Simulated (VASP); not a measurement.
# Sn (Fd-3m) in VASP: further runs

Runs on Sn. Level: PBEsol. Tasks: single point.

Program: VASP 6.6.1. These are calculated values, not measurements. Logs are shortened: lines on timing, memory, paths and dates and some standing lists are left out, and cuts for length are marked.

**1. The cell of the first run**

The structure is cubic, space group Fd-3m (No. 227). The conventional cell has a = 6.541 Å, b = 6.541 Å, c = 6.541 Å, α = 90.00°, β = 90.00°, γ = 90.00°. Within 3.7 Å of Sn (site symmetry -43m) lie 4 Sn at 2.83 Å.

**2. Single point, PBEsol**

File INCAR:

```
SYSTEM = Sn
ALGO     = Fast           ! electronic algorithm
EDIFF    = 1E-7           ! SCF threshold, eV
ENCUT    = 520            ! plane-wave cutoff, eV
GGA      = PS             ! functional
ISIF     = 2              ! what is computed and relaxed
ISMEAR   = 0              ! smearing method
LASPH    = .TRUE.         ! aspherical terms in the spheres
LCHARG   = .FALSE.        ! write CHGCAR
LREAL    = .FALSE.        ! projectors in reciprocal space
LWAVE    = .FALSE.        ! write WAVECAR
NBANDS   = 36             ! bands
NELM     = 80             ! most SCF steps
PREC     = Accurate       ! precision mode
SIGMA    = 0.1            ! smearing width, eV
```

File KPOINTS:

```
k-points
0
G
  12 12 8
  0 0 0
```

File POSCAR:

```
Sn
1.0
    3.2703517032      3.2703517032      0.0000000000
   -3.2703517032      3.2703517032      0.0000000000
    0.0000000000      0.0000000000      6.5407034065
Sn
4
Direct
    0.0000000000      0.0000000000      0.5000000000
    0.0000000000      0.5000000000      0.2500000000
    0.5000000000      0.5000000000      0.0000000000
    0.5000000000      0.0000000000      0.7500000000
```

Potentials or basis: VASP PAW PBE potentials, release 64 (Sn_d).

On the command line:

```console
> cat potpaw_PBE.64/Sn_d/POTCAR > POTCAR
> mpirun -np 1 vasp_std > vasp.out
```

OUTCAR:

```text
SYSTEM = Sn
   EDIFF = 1E-7
   ENCUT = 520
   GGA = PS
   ISIF = 2
   ISMEAR = 0
   LASPH = .TRUE.
   LREAL = .FALSE.
   NELM = 80
   PREC = Accurate

 ion  position               nearest neighbor table
   1  0.000  0.000  0.500-   2 2.83   4 2.83   2 2.83   4 2.83
   2  0.000  0.500  0.250-   1 2.83   3 2.83   1 2.83   3 2.83
   3  0.500  0.500  0.000-   2 2.83   4 2.83   4 2.83   2 2.83
   4  0.500  0.000  0.750-   1 2.83   3 2.83   3 2.83   1 2.83

  LATTYP: Found a simple tetragonal cell.
 ALAT       =     4.6249757324
 C/A-ratio  =     1.4142135624

  Lattice vectors:

 A1 = (   3.2703517032,   3.2703517032,   0.0000000000)
 A2 = (  -3.2703517032,   3.2703517032,   0.0000000000)
 A3 = (   0.0000000000,   0.0000000000,   6.5407034065)

Analysis of symmetry for initial positions (statically):
=====================================================================
 Subroutine PRICEL returns following result:

  LATTYP: Found a face centered cubic cell.
 ALAT       =     6.5407034065

  Lattice vectors:

 A1 = (   0.0000000000,  -3.2703517032,  -3.2703517032)
 A2 = (   3.2703517032,   0.0000000000,  -3.2703517032)
 A3 = (   3.2703517032,  -3.2703517032,   0.0000000000)

   2 primitive cells build up your supercell.

 Routine SETGRP: Setting up the symmetry group for a
 simple tetragonal supercell.

 Subroutine GETGRP returns: Found 16 space group operations
 (whereof  8 operations were pure point group operations)
 out of a pool of 16 trial point group operations.

The static configuration has the point symmetry D_2d.
 The point group associated with its full space group is D_4h.

Analysis of symmetry for dynamics (positions and initial velocities):
=====================================================================
 Subroutine PRICEL returns following result:

  LATTYP: Found a face centered cubic cell.
 ALAT       =     6.5407034065

  Lattice vectors:

 A1 = (   0.0000000000,  -3.2703517032,  -3.2703517032)
 A2 = (   3.2703517032,   0.0000000000,  -3.2703517032)
 A3 = (   3.2703517032,  -3.2703517032,   0.0000000000)

   2 primitive cells build up your supercell.
[... 102 lines left out ...]
   ICHARG =      2    charge: 1-file 2-atom 10-const
   ISPIN  =      1    spin polarized calculation?
   LNONCOLLINEAR =      F non collinear calculations
   LSORBIT =      F    spin-orbit coupling
   LASPH  =      T    aspherical Exc in radial PAW
   ENCUT  =  520.0 eV  38.22 Ry    6.18 a.u.   8.60  8.60 12.16*2*pi/ulx,y,z
   NELM   =     80;   NELMIN=  2; NELMDL= -5     # of ELM steps
   EDIFF  = 0.1E-06   stopping-criterion for ELM
   LREAL  =      F    real-space projection
   EDIFFG = 0.1E-05   stopping-criterion for IOM
   NSW    =      0    number of steps for IOM
   IBRION =     -1    ionic relax: 0-MD 1-quasi-New 2-CG
   NFREE  =      0    steps in history (QN), initial steepest desc. (CG)
   ISIF   =      2    stress and relaxation
   ISYM   =      2    0-nonsym 1-usesym 2-fastsym
   POTIM  = 0.5000    time-step for ionic-motion
   TEBEG  =    0.0;   TEEND  =   0.0 temperature during run
   PSTRESS=    0.0 pullay stress
   NELECT =      56.0000    total number of electrons
   NUPDOWN=      -1.0000    fix difference up-down
   EMIN   =  10.00;   EMAX   =-10.00  energy-range for DOS
   EFERMI =   0.00;   METHOD = LEGACY
   ISMEAR =     0;   SIGMA  =   0.10  broadening in eV -4-tet -1-fermi 0-gaus
   EFERMI_NEDOS =   21; number of points for ismear=-14 and -15
   IALGO  =     68    algorithm
   IMIX   =      4    mixing-type and parameters
     AMIX     =   0.40;   BMIX     =  1.00
     AMIX_MAG =   1.60;   BMIX_MAG =  1.00
  volume/ion in A,a.u.               =      34.98       236.04
  Fermi-wavevector in a.u.,A,eV,Ry     =   1.206488  2.279932 19.804825  1.455614
  Thomas-Fermi vector in A             =   2.342154
   LORBIT       =      0    0 simple, 1 ext, 2 COOP (PROOUT), +10 PAW based schemes
   GGA     = PS    functional components
   LHFCALC =     F    Hartree Fock is set to
   AEXX    =    0.0000 exact exchange contribution
   IVDW    =     0    specifies the selected vdW correction
   LEPSILON=     F    determine dielectric tensor
   LRPA    =     F    only Hartree local field effects (RPA)
 non-spin polarized calculation
 RMM-DIIS sequential band-by-band and
 Gauss-broadening in eV      SIGMA  =   0.10
  energy-cutoff  :      520.00
  volume of cell :      139.91
 maximum number of plane-waves:      3791
 NGX is ok and might be reduce to    36

 number of electron      55.9999969 magnetization

 Free energy of the ion-electron system (eV)
  ---------------------------------------------------
  ext. energy  EPLUGINS =         0.00000000
  ---------------------------------------------------
  free energy    TOTEN  =       -16.93217820 eV

  energy without entropy =      -16.93072932  energy(sigma->0) =      -16.93145376

 E-fermi :   5.2441     XC(G=0):  -8.9631

 val. band max:        5.1850688147   @ k =   0.1667   0.0000   0.0000
 cond. band min:       5.2606989869   @ k =   0.4167   0.0000   0.3750
 fundamental gap:      0.0756301722
 Fermi energy:         5.2441148031

 k-point     1 :       0.0000    0.0000    0.0000
  band No.  band energies     occupation
      1     -16.3603      2.00000
      2     -16.3603      2.00000
      3     -16.3116      2.00000
      4     -16.3116      2.00000
      5     -16.3115      2.00000
      6     -16.2543      2.00000
[... 925 lines left out ...]
     35      11.6881      0.00000
     36      11.7255      0.00000

 [... further k-points ...]

------------------------ aborting loop because EDIFF is reached ----------------------------------------

  FORCE on cell =-STRESS in cart. coord.  units (eV):
  Direction    XX          YY          ZZ          XY          YZ          ZX
  --------------------------------------------------------------------------------------
  -------------------------------------------------------------------------------------
  Total       -0.0813578     -0.0813578     -0.0783813      0.0000000      0.0000000      0.0000000
  in kB       -0.9316790     -0.9316790     -0.8975932      0.0000000      0.0000000      0.0000000
  external PRESSURE =      -0.9203171 kB  Pullay stress =       0.0000000 kB

 VOLUME and BASIS-vectors are now :
 -----------------------------------------------------------------------------
  energy-cutoff  :      520.00
  volume of cell :      139.91
      direct lattice vectors                 reciprocal lattice vectors
     3.270351703  3.270351703  0.000000000     0.152888755  0.152888755  0.000000000
    -3.270351703  3.270351703  0.000000000    -0.152888755  0.152888755  0.000000000
     0.000000000  0.000000000  6.540703406     0.000000000  0.000000000  0.152888755

 POSITION                                       TOTAL-FORCE (eV/Angst)
 -----------------------------------------------------------------------------------
      0.00000      0.00000      3.27035        -0.000000     -0.000000     -0.000000
     -1.63518      1.63518      1.63518         0.000000      0.000000     -0.000000
      0.00000      3.27035      0.00000         0.000000     -0.000000     -0.000000
      1.63518      1.63518      4.90553         0.000000     -0.000000      0.000000
 -----------------------------------------------------------------------------------
    total drift:                               -0.000000      0.000000      0.000000

  FREE ENERGIE OF THE ION-ELECTRON SYSTEM (eV)
  ---------------------------------------------------
  free  energy   TOTEN  =       -16.9321782009 eV

  energy  without entropy=      -16.9307293164  energy(sigma->0) =      -16.93145376
```

OSZICAR:

```text
N       E                     dE             d eps       ncg     rms          rms(c)
DAV:   1     0.558529270058E+03    0.55853E+03   -0.28679E+04 10204   0.226E+03
DAV:   2     0.610818186777E+02   -0.49745E+03   -0.48954E+03 10096   0.572E+02
DAV:   3    -0.134971625179E+02   -0.74579E+02   -0.73740E+02 11240   0.197E+02
DAV:   4    -0.170245056820E+02   -0.35273E+01   -0.35192E+01 11504   0.482E+01
DAV:   5    -0.171273558862E+02   -0.10285E+00   -0.10284E+00 12656   0.830E+00    0.447E+00
RMM:   6    -0.169933470006E+02    0.13401E+00   -0.77641E-02 11880   0.270E+00    0.260E+00
RMM:   7    -0.169275506685E+02    0.65796E-01   -0.13587E-01 11999   0.316E+00    0.224E-01
RMM:   8    -0.169308004157E+02   -0.32497E-02   -0.28689E-02 13089   0.133E+00    0.826E-02
RMM:   9    -0.169320221253E+02   -0.12217E-02   -0.10288E-02 16160   0.723E-01    0.823E-02
RMM:  10    -0.169321299627E+02   -0.10784E-03   -0.92379E-04 12004   0.287E-01    0.326E-02
RMM:  11    -0.169321736574E+02   -0.43695E-04   -0.60219E-04 16608   0.162E-01    0.123E-02
RMM:  12    -0.169321787061E+02   -0.50487E-05   -0.50246E-05 16579   0.475E-02    0.586E-03
RMM:  13    -0.169321788107E+02   -0.10460E-06   -0.89705E-06 15893   0.175E-02    0.159E-03
RMM:  14    -0.169321781863E+02    0.62438E-06   -0.13041E-06 12847   0.879E-03    0.980E-04
RMM:  15    -0.169321782009E+02   -0.14631E-07   -0.62131E-07  9978   0.461E-03
   1 F= -.16932178E+02 E0= -.16931454E+02  d E =-.144888E-02
```

Wall time 10 min (1 thread of Intel Xeon Platinum 8488C (Sapphire Rapids), shared host); peak memory 0.59 GiB.

Results:

```
Free energy            : -16.9322 eV
Pressure               : -0.1 GPa
Band gap on the k mesh : zero (band 28 reaches 5.33 eV, above the bottom of band 29 at 5.14 eV)
```

Caveat: the PAW data sets were made with another functional, which shifts forces and pressure a little; spin-orbit coupling is left out, which moves the levels of the heavy elements.

**3. Single point, PBEsol**

This run uses another cell than the first one: it holds 2 atoms, not 4.

File INCAR:

```
SYSTEM = Sn
  PREC = Accurate
  ENCUT = 520
  EDIFF = 1E-7
  ISMEAR = 0
  SIGMA = 0.1
  LREAL = .FALSE.
  LASPH = .TRUE.
  NELM = 60
  ALGO = Normal
  ISIF = 2
  LWAVE = .FALSE.
  LCHARG = .FALSE.
  GGA = PS
  NBANDS = 21
```

File KPOINTS:

```
regular mesh
0
G
  12 12 12
  0 0 0
```

File POSCAR:

```
Sn
1.0
    0.0000000000      3.2703517034      3.2703517034
    3.2703517034      0.0000000000      3.2703517034
    3.2703517034      3.2703517034      0.0000000000
Sn
2
Direct
    0.0000000000      0.0000000000      0.0000000000
    0.2500000000      0.2500000000      0.2500000000
```

Potentials or basis: VASP PAW PBE potentials, release 64 (Sn_d).

On the command line:

```console
> cat potpaw_PBE.64/Sn_d/POTCAR > POTCAR
> mpirun -np 1 vasp_std > vasp.out
```

It took 1.8 min on 1 thread of AMD EPYC 7R43 (Zen 3), shared host; peak memory 0.21 GiB.

The run converged. Its results:

```yaml
Free_energy: -8.4657 eV
Pressure: -0.1 GPa
Band_gap_on_the_k_mesh: zero (band 14 reaches 5.33 eV, above the bottom of band 15 at 5.13 eV)
```

Levels at points of the mesh, in eV from the Fermi level:
```
           k point  band 12  band 13  band 14  band 15  band 16  band 17
(0.00, 0.00, 0.00)    -0.84     0.10     0.10     0.10     2.17     2.17
(0.50, 0.00, 0.00)    -6.22    -1.07    -1.07    -0.09     3.22     3.22
(0.50, 0.50, 0.00)    -7.44    -2.38    -2.38     0.80     0.80     7.58
```

Caveat: the PAW data sets were made with another functional, which shifts forces and pressure a little; spin-orbit coupling is left out, which moves the levels of the heavy elements.
